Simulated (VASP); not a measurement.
A run of VASP 6.6.1 is set up as follows.

Contents of INCAR:

```
SYSTEM = BaTiO3
ALGO = Normal
EDIFF = 1E-6
EDIFFG = -0.005
ENCUT = 600
GGA = PE
IBRION = 2
ISIF = 3
ISMEAR = 0
LASPH = .True.
LCHARG = .False.
LREAL = .False.
LWAVE = .False.
NELM = 100
NSW = 100
PREC = Accurate
SIGMA = 0.02
```

Contents of KPOINTS:

```
k-points
0
Gamma
  8 8 8
  0 0 0
```

Contents of POSCAR:

```
BaTiO3
1.0
    4.0060000000      0.0000000000      0.0000000000
    0.0000000000      4.0060000000      0.0000000000
    0.0000000000      0.0000000000      4.0060000000
Ba Ti O
1 1 3
Direct
    0.5000000000      0.5000000000      0.5000000000
    0.0000000000      0.0000000000      0.0000000000
    0.5000000000      0.0000000000      0.0000000000
    0.0000000000      0.5000000000      0.0000000000
    0.0000000000      0.0000000000      0.5000000000
```

Potentials or basis: VASP PAW PBE potentials, release 64 (Ba_sv, Ti_sv, O).

Run with:

```bash
$ cat potpaw_PBE.64/Ba_sv/POTCAR potpaw_PBE.64/Ti_sv/POTCAR potpaw_PBE.64/O/POTCAR > POTCAR
$ mpirun -np 1 vasp_std > vasp.out
```

Question: What does it give for the band gap on the k mesh?

Answer: 1.70 eV (least direct gap 1.87 eV).

Question: Predict the relaxed volume.

Answer: 13.11 Å³/atom.

Question: Estimate the relaxed cell.

Answer: a = 4.032 Å, b = 4.032 Å, c = 4.032 Å, α = 90.00°, β = 90.00°, γ = 90.00°.

Final structure:
```
Ba Ti O
1.0
     4.03195    0.00000    0.00000
     0.00000    4.03195    0.00000
     0.00000    0.00000    4.03195
Ba Ti O
1 1 3
Direct
  0.50000 0.50000 0.50000
  0.00000 0.00000 0.00000
  0.50000 0.00000 0.00000
  0.00000 0.50000 0.00000
  0.00000 0.00000 0.50000
```

Caveat: spin-orbit coupling is left out, which moves the levels of the heavy elements. PBE usually gives volumes a little too large and moduli too small.
